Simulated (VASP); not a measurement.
**SiB: single point with PBE**

The system is SiB.

```
Si B
1.0
     3.19841    0.00000    0.00000
    -1.59920    2.76990    0.00000
     0.00000    0.00000    2.42594
Si B
1 1
Cartesian
  0.0000 1.8466 1.2130
  0.0000 0.0000 0.0000
```

```
Program             : VASP 6.6.1
Task                : single point
Functional          : PBE
Potentials or basis : VASP PAW PBE potentials, release 64 (Si, B)
Cutoff              : 520 eV
k mesh              : 24 × 24 × 18
Occupations         : gaussian, width 0.1 eV
Spin                : no spin polarisation
```

```
Pressure : -0.1 GPa
```

Stress tensor (GPa, compression positive):
```
-0.06  0.00  0.00
 0.00 -0.06  0.00
 0.00  0.00 -0.15
```

Levels at points of the mesh, in eV from the Fermi level:
| k point | band 1 | band 2 | band 3 | band 4 | band 5 | band 6 | band 7 |
| --- | --- | --- | --- | --- | --- | --- | --- |
| (0.00, 0.00, 0.00) | -15.09 | -1.20 | -1.20 | 3.17 | 3.96 | 3.96 | 4.39 |
| (0.50, 0.00, 0.00) | -11.62 | -9.89 | -3.57 | 0.77 | 6.05 | 11.60 | 11.78 |
| (0.00, 0.00, 0.50) | -9.47 | -9.38 | 2.62 | 2.62 | 6.38 | 6.38 | 7.30 |
| (0.50, 0.00, 0.50) | -6.57 | -6.35 | -4.20 | -3.18 | 0.74 | 3.80 | 5.99 |

It took 51 s on 1 thread of Intel(R) Xeon(R) Platinum 8488C (Sapphire Rapids), with other jobs on the host, peak memory 0.23 GiB.
